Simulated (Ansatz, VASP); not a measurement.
HfSn3O8: VASP beside Ansatz

File INCAR:

```
PREC = Accurate
ENCUT = 520
EDIFF = 1E-7
ISMEAR = -1
SIGMA = 0.02
LREAL = False
LASPH = True
NELM = 100
ALGO = Normal
ISIF = 2
LWAVE = False
LCHARG = False
GGA = PE
NBANDS = 62
```

KPOINTS

```
regular mesh
0
Gamma
  6 6 4
```

The input POSCAR:

```
HfSn3O8
1.0
    3.3759472630     -3.3875321441      0.0000000000
    3.3759472630      3.3875321441      0.0000000000
    0.0000000000      0.0000000000      6.4163934962
Sn Hf O
3 1 8
Direct
    0.5000000000      0.5000000000      0.2509103592
    0.5000000000      0.5000000000      0.7490896408
    0.0000000000      0.0000000000      0.5000000000
    0.0000000000      0.0000000000      0.0000000000
    0.1953631042      0.1953631042      0.2512620262
    0.8046368958      0.8046368958      0.2512620262
    0.6928737439      0.3071262561      0.0000000000
    0.3071262561      0.6928737439      0.0000000000
    0.1953631042      0.1953631042      0.7487379738
    0.8046368958      0.8046368958      0.7487379738
    0.6952655820      0.3047344180      0.5000000000
    0.3047344180      0.6952655820      0.5000000000
```

Input for Ansatz:

```yaml
crystal:
  lattice:
    - [3.375947263, -3.3875321441, 0.0]
    - [3.375947263, 3.3875321441, 0.0]
    - [0.0, 0.0, 6.4163934962]
  atoms:
    - { symbol: Sn, position: [0.5, 0.5, 0.2509103592] }
    - { symbol: Hf, position: [0.0, 0.0, 0.0] }
    - { symbol: O, position: [0.1953631042, 0.1953631042, 0.2512620262] }
    - { symbol: O, position: [0.8046368958, 0.8046368958, 0.2512620262] }
    - { symbol: O, position: [0.6928737439, 0.3071262561, 0.0] }
    - { symbol: O, position: [0.3071262561, 0.6928737439, 0.0] }
    - { symbol: Sn, position: [0.5, 0.5, 0.7490896408] }
    - { symbol: Sn, position: [0.0, 0.0, 0.5] }
    - { symbol: O, position: [0.1953631042, 0.1953631042, 0.7487379738] }
    - { symbol: O, position: [0.8046368958, 0.8046368958, 0.7487379738] }
    - { symbol: O, position: [0.695265582, 0.304734418, 0.5] }
    - { symbol: O, position: [0.304734418, 0.695265582, 0.5] }
kpoints:
  mp_grid: { grid: [6, 6, 4] }
  band_path:
    path:
      - [[0.0, 0.0, 0.0], [-0.5, 0.5, 0.0], [-0.4982929945406, 0.5017070054594, 0.0]]
      - [[0.4982929945406, 0.4982929945406, 0.0], [0.0, 0.0, 0.0], [0.0, 0.0, 0.5], [0.4982929945406, 0.4982929945406, 0.5]]
      - [[-0.4982929945406, 0.5017070054594, 0.5], [-0.5, 0.5, 0.5], [-0.5, 0.5, 0.0]]
      - [[0.0, 0.0, 0.0], [4.035433727476e-18, 0.5, 0.0], [4.035433727476e-18, 0.5, 0.5], [0.0, 0.0, 0.5], [-0.5, 0.5, 0.5]]
    npoints: 10
hamiltonian:
  xc: pbe
scf:
  occupations: { method: fermi_dirac, width: 0.02 }
  n_extra_bands: 7
output:
  forces: true
  stress: true
  eigenvalues: true
  write_density: true
  write_potential: true
  elf: true
  volumetric_format: npy
```

Alike in both runs: task single point; functional PBE; k mesh 6 × 6 × 4; occupations fermi-dirac, width 0.02 eV; no spin polarisation.

|  | VASP | Ansatz |
| --- | --- | --- |
| version | VASP 6.6.1 | Ansatz 0.2.0 |
| potentials or method | VASP PAW PBE potentials, release 64 (Sn_d, Hf_pv, O) | plane waves, PAW |
| plane-wave cutoff (eV) | 520 | 420 |
| valence electrons in the cell | 100 | 116 |

VASP gave:

| Property | Result |
| --- | --- |
| gap on the k mesh at the Fermi level (eV) | 1.99 |
| pressure (GPa) | 6.8 |
| rms of the force components (eV/Å) | 0.133 |

Estimate Ansatz's values.

gap on the k mesh at the Fermi level (eV): 2.01; pressure (GPa): 7.0; rms of the force components (eV/Å): 0.059.

VASP's potentials hold 100 valence electrons a cell and Ansatz's 116, so a difference there can come from the potentials and not from the codes.

Spin-orbit coupling is off throughout.
